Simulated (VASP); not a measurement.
# Cu (P6_3/mmc) in VASP: a series of runs

The runs below take Cu through single point, with LDA.

Everything below comes from runs of VASP 6.6.1. Logs are shortened: lines on timing, memory, paths and dates and some standing lists are left out, and cuts for length are marked.

## 1. The cell of the first run

It takes space group P6_3/mmc (No. 194, hexagonal). The conventional cell has a = 2.534 Å, b = 2.534 Å, c = 4.113 Å, α = 90.00°, β = 90.00°, γ = 120.00°. Within 3.3 Å of Cu (site symmetry -6m2) lie 12 Cu at 2.52 to 2.53 Å.

## 2. Single point, LDA

INCAR reads:

```
ALGO = Normal
EDIFF = 1E-7
ENCUT = 520
GGA = CA
ISIF = 2
ISMEAR = -1
LASPH = True
LCHARG = False
LREAL = False
LWAVE = False
NBANDS = 18
NELM = 80
PREC = Accurate
SIGMA = 0.05
```

KPOINTS reads:

```
k-points
0
Gamma
  12 12 7
```

POSCAR reads:

```
Cu
1.0
    2.5340966698      0.0000000000      0.0000000000
   -1.2670483349      2.1945920917      0.0000000000
    0.0000000000      0.0000000000      4.1125710000
Cu
2
Direct
    0.6666666667      0.3333333333      0.7500000000
    0.3333333333      0.6666666667      0.2500000000
```

Potentials or basis: VASP PAW LDA potentials, release 64 (Cu).

On the command line:

```sh
$ cat potpaw_LDA.64/Cu/POTCAR > POTCAR
$ mpirun -np 1 vasp_std > vasp.out
```

OUTCAR:

```text
EDIFF = 1E-7
   ENCUT = 520
   GGA = CA
   ISIF = 2
   ISMEAR = -1
   LASPH = True
   LREAL = False
   NELM = 80
   PREC = Accurate

 ion  position               nearest neighbor table
   1  0.667  0.333  0.750-   2 2.52   2 2.52   2 2.52   2 2.52   2 2.52   2 2.52
   2  0.333  0.667  0.250-   1 2.52   1 2.52   1 2.52   1 2.52   1 2.52   1 2.52

  LATTYP: Found a hexagonal cell.
 ALAT       =     2.5340966698
 C/A-ratio  =     1.6228942838

  Lattice vectors:

 A1 = (   2.5340966698,   0.0000000000,   0.0000000000)
 A2 = (  -1.2670483349,   2.1945920917,   0.0000000000)
 A3 = (   0.0000000000,   0.0000000000,   4.1125710000)

Analysis of symmetry for initial positions (statically):
=====================================================================
 Subroutine PRICEL returns:
 Original cell was already a primitive cell.

 Routine SETGRP: Setting up the symmetry group for a
 hexagonal supercell.

 Subroutine GETGRP returns: Found 24 space group operations
 (whereof 12 operations were pure point group operations)
 out of a pool of 24 trial point group operations.

The static configuration has the point symmetry D_3d.
 The point group associated with its full space group is D_6h.

Analysis of symmetry for dynamics (positions and initial velocities):
=====================================================================
 Subroutine PRICEL returns:
 Original cell was already a primitive cell.

 Routine SETGRP: Setting up the symmetry group for a
 hexagonal supercell.

 Subroutine GETGRP returns: Found 24 space group operations
 (whereof 12 operations were pure point group operations)
 out of a pool of 24 trial point group operations.

The dynamic configuration has the point symmetry D_3d.
 The point group associated with its full space group is D_6h.

 Subroutine INISYM returns: Found 24 space group operations
 (whereof 12 operations are pure point group operations),
 and found     1 'primitive' translations

----------------------------------------------------------------------------------------

                                     Primitive cell

  volume of cell :      22.8713

[... 74 lines left out ...]
   dimension x,y,z NGXF=    40 NGYF=   40 NGZF=   64
   ions per type =               2
   NGX,Y,Z   is equivalent  to a cutoff of  13.12, 13.12, 12.94 a.u.
   NGXF,Y,Z  is equivalent  to a cutoff of  26.24, 26.24, 25.87 a.u.
 SYSTEM =  unknown system
   PREC   = accura    normal or accurate (medium, high low for compatibility)
   ISTART =      0    job   : 0-new  1-cont  2-samecut
   ICHARG =      2    charge: 1-file 2-atom 10-const
   ISPIN  =      1    spin polarized calculation?
   LNONCOLLINEAR =      F non collinear calculations
   LSORBIT =      F    spin-orbit coupling
   LASPH  =      T    aspherical Exc in radial PAW
   ENCUT  =  520.0 eV  38.22 Ry    6.18 a.u.   4.71  4.71  7.65*2*pi/ulx,y,z
   NELM   =     80;   NELMIN=  2; NELMDL= -5     # of ELM steps
   EDIFF  = 0.1E-06   stopping-criterion for ELM
   LREAL  =      F    real-space projection
   EDIFFG = 0.1E-05   stopping-criterion for IOM
   NSW    =      0    number of steps for IOM
   IBRION =     -1    ionic relax: 0-MD 1-quasi-New 2-CG
   NFREE  =      0    steps in history (QN), initial steepest desc. (CG)
   ISIF   =      2    stress and relaxation
   ISYM   =      2    0-nonsym 1-usesym 2-fastsym
   POTIM  = 0.5000    time-step for ionic-motion
   TEBEG  =    0.0;   TEEND  =   0.0 temperature during run
   PSTRESS=    0.0 pullay stress
   NELECT =      22.0000    total number of electrons
   NUPDOWN=      -1.0000    fix difference up-down
   EMIN   =  10.00;   EMAX   =-10.00  energy-range for DOS
   EFERMI =   0.00;   METHOD = LEGACY
   ISMEAR =    -1;   SIGMA  =   0.05  broadening in eV -4-tet -1-fermi 0-gaus
   EFERMI_NEDOS =   21; number of points for ismear=-14 and -15
   IALGO  =     38    algorithm
   IMIX   =      4    mixing-type and parameters
     AMIX     =   0.40;   BMIX     =  1.00
     AMIX_MAG =   1.60;   BMIX_MAG =  1.00
  volume/ion in A,a.u.               =      11.44        77.17
  Fermi-wavevector in a.u.,A,eV,Ry     =   1.616041  3.053874 35.532800  2.611587
  Thomas-Fermi vector in A             =   2.710691
   LORBIT       =      0    0 simple, 1 ext, 2 COOP (PROOUT), +10 PAW based schemes
   GGA     = CA    functional components
   LHFCALC =     F    Hartree Fock is set to
   AEXX    =    0.0000 exact exchange contribution
   IVDW    =     0    specifies the selected vdW correction
   LEPSILON=     F    determine dielectric tensor
   LRPA    =     F    only Hartree local field effects (RPA)
 non-spin polarized calculation
  energy-cutoff  :      520.00
  volume of cell :       22.87
 maximum number of plane-waves:       634
 NGX is ok and might be reduce to    20
   NGX =  9   NGY =  9   NGZ = 15

 number of electron      21.9999979 magnetization

 Free energy of the ion-electron system (eV)
  ---------------------------------------------------
  ext. energy  EPLUGINS =         0.00000000
  ---------------------------------------------------
  free energy    TOTEN  =        -9.36244938 eV

  energy without entropy =       -9.35451497  energy(sigma->0) =       -9.35848218

 E-fermi :   7.6991     XC(G=0): -13.2913

 val. band max:        7.6908420078   @ k =   0.0833   0.0833   0.1429
 cond. band min:       7.7158513709   @ k =   0.2500   0.2500   0.2857
 fundamental gap:      0.0250093631
 Fermi energy:         7.6990899030

 k-point     1 :       0.0000    0.0000    0.0000
  band No.  band energies     occupation
      1      -1.8474      2.00000
      2       2.4586      2.00000
      3       4.5967      2.00000
      4       4.6455      2.00000
      5       4.6455      2.00000
      6       4.8696      2.00000
[... 481 lines left out ...]
      5       4.6468      2.00000
      6       4.7221      2.00000
[... 10 lines left out ...]
     17      25.4774      0.00000
     18      27.7110      0.00000

 [... further k-points ...]
[... 5 lines left out ...]
  --------------------------------------------------------------------------------------
  -------------------------------------------------------------------------------------
  Total       -1.0084696     -1.0084696     -0.9891611     -0.0000000     -0.0000000      0.0000000
  in kB      -70.6452582    -70.6452582    -69.2926587     -0.0000000     -0.0000000      0.0000000
  external PRESSURE =     -70.1943917 kB  Pullay stress =       0.0000000 kB

 VOLUME and BASIS-vectors are now :
 -----------------------------------------------------------------------------
  energy-cutoff  :      520.00
  volume of cell :       22.87
      direct lattice vectors                 reciprocal lattice vectors
     2.534096670  0.000000000  0.000000000     0.394617937  0.227832772  0.000000000
    -1.267048335  2.194592092  0.000000000     0.000000000  0.455665544  0.000000000
     0.000000000  0.000000000  4.112571000     0.000000000  0.000000000  0.243156896

 POSITION                                       TOTAL-FORCE (eV/Angst)
 -----------------------------------------------------------------------------------
      1.26705      0.73153      3.08443        -0.000000      0.000000      0.000000
     -0.00000      1.46306      1.02814         0.000000     -0.000000      0.000000
 -----------------------------------------------------------------------------------
    total drift:                               -0.000000      0.000000     -0.000000

  FREE ENERGIE OF THE ION-ELECTRON SYSTEM (eV)
  ---------------------------------------------------
  free  energy   TOTEN  =        -9.3624493840 eV

  energy  without entropy=       -9.3545149722  energy(sigma->0) =       -9.35848218
```

It took 26 s on 1 thread of Intel Xeon Platinum 8175M at 2.50GHz (Skylake/Cascade Lake), shared host; peak memory 0.14 GiB.

Results:

| Property | Result |
| --- | --- |
| Free energy | -9.3624 eV |
| Pressure | -7.0 GPa |
| Band gap on the k mesh | zero (band 11 reaches 11.78 eV, above the bottom of band 12 at 5.79 eV) |

## 3. Single point, LDA (volume scaled by 1.02)

INCAR reads:

```
SYSTEM = Cu
PREC     = Accurate       ! precision mode
ENCUT    = 520            ! plane-wave cutoff, eV
EDIFF    = 1E-6           ! SCF threshold, eV
ISMEAR   = -1             ! smearing method
SIGMA    = 0.05           ! smearing width, eV
LREAL    = .FALSE.        ! projectors in reciprocal space
LASPH    = .TRUE.         ! aspherical terms in the spheres
NELM     = 60             ! most SCF steps
ALGO     = Normal         ! electronic algorithm
ISIF     = 2              ! what is computed and relaxed
LWAVE    = .FALSE.        ! write WAVECAR
LCHARG   = .FALSE.        ! write CHGCAR
NBANDS   = 18             ! bands
```

KPOINTS reads:

```
Automatic mesh
0
G
  12 12 7
  0 0 0
```

POSCAR reads:

```
Cu
1.0
    2.5508792560      0.0000000000      0.0000000000
   -1.2754396280      2.2091262377      0.0000000000
    0.0000000000      0.0000000000      4.1398073633
Cu
2
Direct
    0.6666666667      0.3333333333      0.7500000000
    0.3333333333      0.6666666667      0.2500000000
```

Potentials or basis: VASP PAW LDA potentials, release 64 (Cu).

On the command line:

```sh
$ cat potpaw_LDA.64/Cu/POTCAR > POTCAR
$ mpirun -np 1 vasp_std > vasp.out
```

Wall time 29 s (1 thread of Intel Xeon Platinum 8175M at 2.50GHz (Skylake/Cascade Lake), shared host); peak memory 0.14 GiB.

The run converged. Its results:

| Quantity | Value |
| --- | --- |
| Free energy | -9.3387 eV |
| Pressure | -9.8 GPa |
| Band gap on the k mesh | zero (band 11 reaches 11.48 eV, above the bottom of band 12 at 5.57 eV) |

Levels at points of the mesh, in eV from the Fermi level:
| k point | band 9 | band 10 | band 11 | band 12 | band 13 | band 14 |
| --- | --- | --- | --- | --- | --- | --- |
| (0.00, 0.00, 0.00) | -2.51 | -1.72 | -1.72 | -0.91 | 3.92 | 21.53 |
| (0.50, 0.00, 0.00) | -1.57 | -1.53 | 0.04 | 1.59 | 7.87 | 8.24 |

## 4. Single point, LDA (volume scaled by 1.04)

INCAR reads:

```
SYSTEM = Cu
PREC = Accurate ; ENCUT = 520
EDIFF = 1E-7 ; ISMEAR = -1
SIGMA = 0.05 ; LREAL = .False.
LASPH = .True. ; NELM = 80
ALGO = Normal ; ISIF = 2
LWAVE = .False. ; LCHARG = .True.
LELF = .True. ; LVHAR = .True.
NBANDS = 18
```

KPOINTS reads:

```
Automatic mesh
0
Gamma
  12 12 7
  0 0 0
```

POSCAR reads:

```
Cu
1.0
    2.5674438712      0.0000000000      0.0000000000
   -1.2837219356      2.2234716153      0.0000000000
    0.0000000000      0.0000000000      4.1666899825
Cu
2
Direct
    0.6666666667      0.3333333333      0.7500000000
    0.3333333333      0.6666666667      0.2500000000
```

On the command line:

```sh
$ cat potpaw_LDA.64/Cu/POTCAR > POTCAR
$ mpirun -np 1 vasp_std > vasp.out
```

Wall time 31 s (1 thread of Intel Xeon Platinum 8175M at 2.50GHz (Skylake/Cascade Lake), shared host); peak memory 0.14 GiB.

The run converged. Its results:

```
Free energy            : -9.3075 eV
Pressure               : -12.2 GPa
Band gap on the k mesh : zero (band 11 reaches 11.19 eV, above the bottom of band 12 at 5.35 eV)
```

Stress tensor (GPa, compression positive):
```
-12.14   0.00   0.00
  0.00 -12.14   0.00
  0.00   0.00 -12.31
```

Levels at points of the mesh, in eV from the Fermi level:
```csv
k point,band 8,band 9,band 10,band 11,band 12,band 13,band 14,band 15
"(0.00, 0.00, 0.00)",-2.46,-2.46,-1.70,-1.70,-0.85,3.82,21.38,21.41
"(0.50, 0.00, 0.00)",-1.62,-1.56,-1.51,0.04,1.55,7.78,8.12,10.77
```

## 5. Single point, LDA (volume scaled by 1.06)

INCAR reads:

```
PREC = Accurate ; ENCUT = 520
EDIFF = 1E-7 ; ISMEAR = -1
SIGMA = 0.05 ; LREAL = False
LASPH = True ; NELM = 100
ALGO = Normal ; ISIF = 2
LWAVE = False ; LCHARG = True
GGA = CA ; LELF = True
LVHAR = True ; NBANDS = 18
```

KPOINTS reads:

```
regular mesh
0
Gamma
  12 12 7
```

POSCAR reads:

```
Cu
1.0
    2.5837974578      0.0000000000      0.0000000000
   -1.2918987289      2.2376342367      0.0000000000
    0.0000000000      0.0000000000      4.1932301247
Cu
2
Direct
    0.6666666667      0.3333333333      0.7500000000
    0.3333333333      0.6666666667      0.2500000000
```

On the command line:

```sh
$ cat potpaw_LDA.64/Cu/POTCAR > POTCAR
$ mpirun -np 1 vasp_std > vasp.out
```

It took 31 s on 1 thread of Intel Xeon Platinum 8175M at 2.50GHz (Skylake/Cascade Lake), shared host; peak memory 0.14 GiB.

Results (log left out):

```
Free energy            : -9.2699 eV
Pressure               : -14.3 GPa
Band gap on the k mesh : zero (band 11 reaches 10.91 eV, above the bottom of band 12 at 5.14 eV)
```

Stress tensor (GPa, compression positive):
```
-14.21   0.00   0.00
  0.00 -14.21   0.00
  0.00   0.00 -14.53
```

Levels at points of the mesh, in eV from the Fermi level:
| k point | band 7 | band 8 | band 9 | band 10 | band 11 | band 12 | band 13 | band 14 | band 15 | band 16 |
| --- | --- | --- | --- | --- | --- | --- | --- | --- | --- | --- |
| (0.00, 0.00, 0.00) | -2.67 | -2.42 | -2.42 | -1.68 | -1.68 | -0.80 | 3.73 | 21.12 | 21.12 | 21.22 |
| (0.50, 0.00, 0.00) | -2.63 | -1.60 | -1.54 | -1.50 | 0.04 | 1.51 | 7.69 | 8.01 | 10.65 | 10.75 |

## 6. The runs side by side

| cell | gap on the mesh (eV) | pressure (GPa) |
| --- | --- | --- |
| a = 2.534, b = 2.534, c = 4.113 Å, angles 90.0, 90.0, 120.0°, 2 atoms | none | -7.0 |
| a = 2.551, b = 2.551, c = 4.140 Å, angles 90.0, 90.0, 120.0°, 2 atoms | none | -9.8 |
| a = 2.567, b = 2.567, c = 4.167 Å, angles 90.0, 90.0, 120.0°, 2 atoms | none | -12.2 |
| a = 2.584, b = 2.584, c = 4.193 Å, angles 90.0, 90.0, 120.0°, 2 atoms | none | -14.3 |

Alike in all rows: task single point; level LDA; potentials or basis VASP PAW LDA potentials, release 64 (Cu); no spin polarisation; k mesh 12 × 12 × 7; cutoff (eV) 520; smearing fermi-dirac 0.05 eV.

Absolute energies hang on the potentials; compare differences alone.
